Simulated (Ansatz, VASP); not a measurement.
# Two plane-wave programs on ZnSe

```xyz
2
Lattice="0.0000 2.8705 2.8705 2.8705 0.0000 2.8705 2.8705 2.8705 0.0000" Properties=species:S:1:pos:R:3 pbc="T T T"
Zn    0.0000    0.0000    0.0000
Se    1.4352    1.4352    1.4352
```

Alike in both runs: task relaxation of the atoms; functional r2SCAN; k mesh 8 × 8 × 8; occupations fermi-dirac, width 0.02 eV; no spin polarisation.

```csv
,VASP,Ansatz
version,VASP 6.6.1,Ansatz 0.2.0
potentials or method,"VASP PAW PBE potentials, release 64 (Zn, Se), cutoff 520 eV",PAW plane waves
valence electrons in the cell,18,28
```

|  | VASP | Ansatz | Ansatz less VASP |
| --- | --- | --- | --- |
| gap on the k mesh at the Fermi level, each at its own relaxed structure (eV) | 1.70 | 1.70 | -0.005 |

VASP's potentials were made for PBE, not for r2SCAN. VASP's potentials hold 18 valence electrons a cell and Ansatz's 28, so a difference there can come from the potentials and not from the codes. Ansatz's warnings: stress scf threshold loose.

Noted on VASP's run: the relaxation stopped at its first step, so nothing moved.
